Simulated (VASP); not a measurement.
# AlNi (Cmmm) in VASP: a series of runs

Runs on AlNi. Level: PBEsol. Tasks: single point.

Program: VASP 6.6.1. These are calculated values, not measurements. Logs are shortened: lines on timing, memory, paths and dates and some standing lists are left out, and cuts for length are marked.

**1. The cell of the first run**

It takes space group Cmmm (No. 65, orthorhombic). The conventional cell has a = 3.800 Å, b = 3.906 Å, c = 3.099 Å, α = 90.00°, β = 90.00°, γ = 90.00°. Al (site symmetry mmm) has 8 Ni at 2.45 to 2.49 Å and 6 Al at 2.72 to 3.10 Å within 3.2 Å. Within 3.2 Å of Ni (site symmetry mmm) lie 8 Al at 2.45 to 2.49 Å and 6 Ni at 2.72 to 3.10 Å.

**2. Single point, PBEsol (strain -0.0200 x Voigt [1, 0, 0, 0, 0, 0])**

File INCAR:

```
PREC = Accurate ; ENCUT = 520
EDIFF = 1E-7 ; ISMEAR = 0
SIGMA = 0.15 ; LREAL = F
LASPH = T ; NELM = 60
ALGO = Fast ; ISIF = 2
LWAVE = F ; LCHARG = F
GGA = PS ; NBANDS = 14
```

File KPOINTS:

```
regular mesh
0
Gamma
  18 18 16
```

File POSCAR:

```
AlNi
1.0
    1.8999201200     -1.9531901500      0.0000000000
    1.8999201200      1.9531901500      0.0000000000
    0.0000000000      0.0000000000      3.0994300413
Al Ni
1 1
Direct
    0.0000000000      0.0000000000      0.0000000000
    0.5000000000      0.5000000000      0.5000000000
```

Potentials or basis: VASP PAW PBE potentials, release 64 (Al, Ni).

Started as:

```console
> cat potpaw_PBE.64/Al/POTCAR potpaw_PBE.64/Ni/POTCAR > POTCAR
> mpirun -np 1 vasp_std > vasp.out
```

OUTCAR:

```text
PREC = Accurate
   ENCUT = 520
   EDIFF = 1E-7
   ISMEAR = 0
   LREAL = F
   LASPH = T
   NELM = 60
   ISIF = 2
   GGA = PS

 ion  position               nearest neighbor table
   1  0.000  0.000  0.000-   2 2.45   2 2.45   2 2.45   2 2.45   2 2.49   2 2.49   2 2.49   2 2.49

   2  0.500  0.500  0.500-   1 2.45   1 2.45   1 2.45   1 2.45   1 2.49   1 2.49   1 2.49   1 2.49

  LATTYP: Found a base centered orthorhombic cell.
 ALAT       =     3.7998402400
 B/A-ratio  =     1.0280380367
 C/A-ratio  =     0.8156737772

  Lattice vectors:

 A1 = (   1.8999201200,  -1.9531901500,   0.0000000000)
 A2 = (   1.8999201200,   1.9531901500,   0.0000000000)
 A3 = (   0.0000000000,   0.0000000000,   3.0994300413)

Analysis of symmetry for initial positions (statically):
=====================================================================
 Subroutine PRICEL returns:
 Original cell was already a primitive cell.

 Routine SETGRP: Setting up the symmetry group for a
 base centered orthorhombic supercell.

 Subroutine GETGRP returns: Found  8 space group operations
 (whereof  8 operations were pure point group operations)
 out of a pool of  8 trial point group operations.

The static configuration has the point symmetry D_2h.

Analysis of symmetry for dynamics (positions and initial velocities):
=====================================================================
 Subroutine PRICEL returns:
 Original cell was already a primitive cell.

 Routine SETGRP: Setting up the symmetry group for a
 base centered orthorhombic supercell.

 Subroutine GETGRP returns: Found  8 space group operations
 (whereof  8 operations were pure point group operations)
 out of a pool of  8 trial point group operations.

The dynamic configuration has the point symmetry D_2h.

 Subroutine INISYM returns: Found  8 space group operations
 (whereof  8 operations are pure point group operations),
 and found     1 'primitive' translations

----------------------------------------------------------------------------------------

                                     Primitive cell

  volume of cell :      23.0034

  direct lattice vectors                    reciprocal lattice vectors
     1.899920120 -1.953190150  0.000000000     0.263168959 -0.255991461  0.000000000
     1.899920120  1.953190150  0.000000000     0.263168959  0.255991461  0.000000000
     0.000000000  0.000000000  3.099430041     0.000000000  0.000000000  0.322639965

  length of vectors
     2.724820769  2.724820769  3.099430041     0.367136935  0.367136935  0.322639965

  position of ions in fractional coordinates (direct lattice)
     0.000000000  0.000000000  0.000000000
     0.500000000  0.500000000  0.500000000

  ion indices of the primitive-cell ions
   primitive index   ion index
                 1           1
                 2           2

----------------------------------------------------------------------------------------

 KPOINTS: regular mesh

Automatic generation of k-mesh.
 Grid dimensions read from file:
 generate k-points for:   18   18   16

 Generating k-lattice:

  Cartesian coordinates                     Fractional coordinates (reciprocal lattice)
     0.014620498 -0.014221748  0.000000000     0.055555556  0.000000000  0.000000000
     0.014620498  0.014221748  0.000000000     0.000000000  0.055555556  0.000000000
     0.000000000  0.000000000  0.020164998     0.000000000  0.000000000  0.062500000

  Length of vectors
     0.020396496  0.020396496  0.020164998

  Shift w.r.t. Gamma in fractional coordinates (k-lattice)
     0.000000000  0.000000000  0.000000000

 Subroutine IBZKPT returns following result:
 ===========================================

 Found    819 irreducible k-points:

 Following reciprocal coordinates:
            Coordinates               Weight
  0.000000  0.000000  0.000000      1.000000
  0.055556  0.000000  0.000000      4.000000
  0.111111  0.000000  0.000000      4.000000
  0.166667  0.000000  0.000000      4.000000
  0.222222 -0.000000  0.000000      4.000000
  0.277778  0.000000  0.000000      4.000000
[... 16 lines left out ...]
 -0.277778  0.055556  0.000000      4.000000
 -0.222222  0.055556  0.000000      4.000000
 [... further k-points ...]
   k-points           NKPTS =    819   k-points in BZ     NKDIM =    819   number of bands    NBANDS=     14
   number of dos      NEDOS =    301   number of ions     NIONS =      2
   total plane-waves  NPLWV =   9600
   dimension x,y,z NGX =    20 NGY =   20 NGZ =   24
   dimension x,y,z NGXF=    40 NGYF=   40 NGZF=   48
   ions per type =               1   1
   NGX,Y,Z   is equivalent  to a cutoff of  12.20, 12.20, 12.87 a.u.
   NGXF,Y,Z  is equivalent  to a cutoff of  24.40, 24.40, 25.75 a.u.
 SYSTEM =  unknown system
   PREC   = accura    normal or accurate (medium, high low for compatibility)
   ISTART =      0    job   : 0-new  1-cont  2-samecut
   ICHARG =      2    charge: 1-file 2-atom 10-const
   ISPIN  =      1    spin polarized calculation?
   LNONCOLLINEAR =      F non collinear calculations
   LSORBIT =      F    spin-orbit coupling
   LASPH  =      T    aspherical Exc in radial PAW
   ENCUT  =  520.0 eV  38.22 Ry    6.18 a.u.   5.07  5.07  5.76*2*pi/ulx,y,z
   NELM   =     60;   NELMIN=  2; NELMDL= -5     # of ELM steps
   EDIFF  = 0.1E-06   stopping-criterion for ELM
   LREAL  =      F    real-space projection
   EDIFFG = 0.1E-05   stopping-criterion for IOM
   NSW    =      0    number of steps for IOM
   IBRION =     -1    ionic relax: 0-MD 1-quasi-New 2-CG
   NFREE  =      0    steps in history (QN), initial steepest desc. (CG)
   ISIF   =      2    stress and relaxation
   ISYM   =      2    0-nonsym 1-usesym 2-fastsym
   POTIM  = 0.5000    time-step for ionic-motion
   TEBEG  =    0.0;   TEEND  =   0.0 temperature during run
   PSTRESS=    0.0 pullay stress
   NELECT =      13.0000    total number of electrons
   NUPDOWN=      -1.0000    fix difference up-down
   EMIN   =  10.00;   EMAX   =-10.00  energy-range for DOS
   EFERMI =   0.00;   METHOD = LEGACY
   ISMEAR =     0;   SIGMA  =   0.15  broadening in eV -4-tet -1-fermi 0-gaus
   EFERMI_NEDOS =   21; number of points for ismear=-14 and -15
   IALGO  =     68    algorithm
   IMIX   =      4    mixing-type and parameters
     AMIX     =   0.40;   BMIX     =  1.00
     AMIX_MAG =   1.60;   BMIX_MAG =  1.00
  volume/ion in A,a.u.               =      11.50        77.62
  Fermi-wavevector in a.u.,A,eV,Ry     =   1.353501  2.557747 24.925412  1.831966
  Thomas-Fermi vector in A             =   2.480751
   LORBIT       =      0    0 simple, 1 ext, 2 COOP (PROOUT), +10 PAW based schemes
   GGA     = PS    functional components
   LHFCALC =     F    Hartree Fock is set to
   AEXX    =    0.0000 exact exchange contribution
   IVDW    =     0    specifies the selected vdW correction
   LEPSILON=     F    determine dielectric tensor
   LRPA    =     F    only Hartree local field effects (RPA)
 non-spin polarized calculation
 RMM-DIIS sequential band-by-band and
 Gauss-broadening in eV      SIGMA  =   0.15
  energy-cutoff  :      520.00
  volume of cell :       23.00
 maximum number of plane-waves:       636
   NGX = 11   NGY = 11   NGZ = 11

 number of electron      13.0000012 magnetization

 Free energy of the ion-electron system (eV)
  ---------------------------------------------------
  ext. energy  EPLUGINS =         0.00000000
  ---------------------------------------------------
  free energy    TOTEN  =       -11.52801570 eV

  energy without entropy =      -11.51792719  energy(sigma->0) =      -11.52297144

 E-fermi :  10.4244     XC(G=0): -12.3558

 val. band max:       10.4231841433   @ k =  -0.3889   0.1111   0.1250
 cond. band min:      10.4250426579   @ k =  -0.3889   0.1667   0.0000
 fundamental gap:      0.0018585146
 Fermi energy:        10.4244081086

 k-point     1 :       0.0000    0.0000    0.0000
  band No.  band energies     occupation
      1      -1.0154      2.00000
      2       6.8698      2.00000
      3       7.0364      2.00000
      4       8.6783      2.00000
      5       8.7526      2.00000
      6       9.0460      2.00000
      7      13.1944      0.00000
      8      17.5550      0.00000
      9      17.6522      0.00000
     10      17.8080      0.00000
     11      19.1948      0.00000
     12      25.4798      0.00000
     13      31.0110      0.00000
     14      31.0407      0.00000

 k-point     2 :       0.0556    0.0000    0.0000
  band No.  band energies     occupation
      1      -0.9519      2.00000
      2       6.8881      2.00000
      3       7.0435      2.00000
      4       8.6465      2.00000
      5       8.7383      2.00000
      6       9.0205      2.00000
      7      13.2960      0.00000
      8      16.6984      0.00000
      9      17.6860      0.00000
     10      17.8082      0.00000
     11      19.9545      0.00000
     12      25.7732      0.00000
     13      30.0096      0.00000
     14      31.0357      0.00000

 k-point     3 :       0.1111    0.0000    0.0000
  band No.  band energies     occupation
      1      -0.7618      2.00000
      2       6.9381      2.00000
      3       7.0597      2.00000
      4       8.5236      2.00000
      5       8.7371      2.00000
      6       8.9485      2.00000
      7      13.5869      0.00000
      8      15.2734      0.00000
      9      17.7193      0.00000
     10      18.0326      0.00000
     11      20.9334      0.00000
     12      26.6499      0.00000
     13      28.4458      0.00000
     14      31.1753      0.00000
[... 324 lines left out ...]
 k-point    23 :      -0.2778    0.0556    0.0000
  band No.  band energies     occupation
      1       0.5842      2.00000
      2       6.7463      2.00000
      3       7.2836      2.00000
      4       7.9538      2.00000
      5       8.5535      2.00000
      6       8.7531      2.00000
      7      11.5452      0.00000
      8      15.3436      0.00000
      9      17.8047      0.00000
     10      19.2136      0.00000
     11      23.2556      0.00000
     12      24.0479      0.00000
     13      26.2986      0.00000
     14      27.5574      0.00000

 k-point    24 :      -0.2222    0.0556    0.0000
  band No.  band energies     occupation
      1       0.0364      2.00000
      2       6.9636      2.00000
      3       7.1795      2.00000
      4       8.1484      2.00000
      5       8.6746      2.00000
      6       8.7283      2.00000
      7      12.6222      0.00000
      8      14.6783      0.00000
      9      17.5691      0.00000
     10      18.7257      0.00000
     11      22.8066      0.00000
     12      25.4637      0.00000
     13      27.4817      0.00000
     14      28.7772      0.00000

 [... further k-points ...]

------------------------ aborting loop because EDIFF is reached ----------------------------------------

  FORCE on cell =-STRESS in cart. coord.  units (eV):
  Direction    XX          YY          ZZ          XY          YZ          ZX
  --------------------------------------------------------------------------------------
  -------------------------------------------------------------------------------------
  Total        1.3851109      0.5028293     -0.0966329     -0.0000000      0.0000000      0.0000000
  in kB       96.4724768     35.0218780     -6.7304453     -0.0000000      0.0000000      0.0000000
  external PRESSURE =      41.5879698 kB  Pullay stress =       0.0000000 kB

 VOLUME and BASIS-vectors are now :
 -----------------------------------------------------------------------------
  energy-cutoff  :      520.00
  volume of cell :       23.00
      direct lattice vectors                 reciprocal lattice vectors
     1.899920120 -1.953190150  0.000000000     0.263168959 -0.255991461  0.000000000
     1.899920120  1.953190150  0.000000000     0.263168959  0.255991461  0.000000000
     0.000000000  0.000000000  3.099430041     0.000000000  0.000000000  0.322639965

 POSITION                                       TOTAL-FORCE (eV/Angst)
 -----------------------------------------------------------------------------------
      0.00000      0.00000      0.00000         0.000000      0.000000      0.000000
      1.89992      0.00000      1.54972        -0.000000     -0.000000      0.000000
 -----------------------------------------------------------------------------------
    total drift:                                0.000000      0.000000      0.000000

  FREE ENERGIE OF THE ION-ELECTRON SYSTEM (eV)
  ---------------------------------------------------
  free  energy   TOTEN  =       -11.5280156952 eV

  energy  without entropy=      -11.5179271912  energy(sigma->0) =      -11.52297144
```

It took 6 min on 1 thread of Intel Xeon 8259CL, shared host; peak memory 0.37 GiB.

Results:

```yaml
Free_energy: -11.5280 eV
Pressure: 4.2 GPa
Band_gap_on_the_k_mesh: zero (an odd number of electrons rules out a gap without spin polarisation)
```

Levels at points of the mesh, in eV from the Fermi level:
```
           k point  band 4  band 5  band 6  band 7  band 8  band 9  band 10  band 11
(0.00, 0.00, 0.00)   -1.75   -1.67   -1.38    2.77    7.13    7.23     7.38     8.77
(0.50, 0.00, 0.00)   -2.88   -2.12   -1.58   -0.34    7.66    7.89     9.44    11.84
(0.50, 0.50, 0.00)   -2.56   -2.55   -2.13   -0.86    2.27    3.53    10.84    13.35
(0.00, 0.00, 0.50)   -2.18   -2.09   -1.35   -1.32    8.47   11.35    11.50    11.77
(0.50, 0.00, 0.50)   -2.92   -2.05   -1.95   -1.29    1.32    2.26    13.88    15.63
(0.50, 0.50, 0.50)   -1.24   -0.85    1.76    1.91    2.37    4.00     4.19     4.34
```

Caveat: the cell differs from its parent crystal (strain -0.0200 x Voigt [1, 0, 0, 0, 0, 0]); the cell stands under pressure; the PAW data sets were made with another functional, which shifts forces and pressure a little. Spin polarisation is off, so any magnetic state and its effect on volume and gap are missing.

[end of part 1 of 2]
